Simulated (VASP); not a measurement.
Runs of VASP 6.6.1 on HfO2. The structure is that of space group Fm-3m (No. 225), or close to it. The cells are those of the table. 

```csv
task,cell,gap on the mesh (eV),pressure (GPa)
relaxation of cell and atoms,"relaxed to 6 GPa from a = 3.617 Å, angles 60.0°, 3 atoms",(a),6.0
single point,"a = 3.585 Å, angles 60.0°, 3 atoms",3.80,0.0
relaxation of cell and atoms,"relaxed to 2 GPa from a = 3.617 Å, angles 60.0°, 3 atoms",3.82,1.9
relaxation of cell and atoms,"relaxed from a = 3.617 Å, angles 60.0°, 3 atoms",3.80,-0.1
single point,"a = 3.568 Å, angles 60.0°, 3 atoms",3.84,(b)
```

Alike in all rows: level PBE; potentials or basis VASP PAW PBE potentials, release 64 (Hf_pv, O); no spin polarisation; k mesh 8 × 8 × 8; cutoff (eV) 600; smearing methfessel-paxton 0.1 eV.

Q: Fill in the values left out.

A: (a) 3.86; (b) 3.9.

Caveats: spin-orbit coupling is left out, which moves the levels of the heavy elements; the cell is relaxed towards a set pressure, so the run minimises the enthalpy, not the energy (at least some runs); the cell stands under pressure (at least some runs).

A k mesh can miss the band edges, and the runs leave out spin-orbit coupling on Hf.
